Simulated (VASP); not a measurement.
CuO:

```
Cu O
1.0
     2.30558   -1.72961    0.07281
     2.31576    1.74354    0.04815
    -0.70809   -0.03897    5.12907
Cu O
2 2
Cartesian
  1.1008 0.8093 0.3341
  1.1067 -0.5643 2.4735
  1.8111 -0.4788 1.4095
  1.8512 0.1962 3.6580
```

Base run:

- Program: VASP 6.6.1
- Functional: PBE
- Potentials or basis: VASP PAW PBE potentials, release 64 (Cu, O)
- Cutoff: 520 eV
- k mesh: 10 × 10 × 5
- Occupations: fermi-dirac, width 0.05 eV
- Spin: no spin polarisation
- Hubbard terms: Cu d U = 3.0 eV

Its results: band gap on the k mesh zero (band 17 reaches 5.86 eV, above the bottom of band 18 at 5.38 eV); pressure 86.5 GPa; largest force 37.665 eV/Å.

Q: The run is repeated on the same cell with these changes: hubbard terms from Cu d U = 3.0 eV to Cu d U = 2.0 eV. What comes out?

A: Band gap on the k mesh zero (band 17 reaches 5.96 eV, above the bottom of band 18 at 5.49 eV); pressure 89.0 GPa; largest force 38.341 eV/Å.

Caveats: U without spin polarisation on a metal has little footing; forces of over 1 eV/Å act on the atoms, so gaps and moduli don't describe the material at rest.
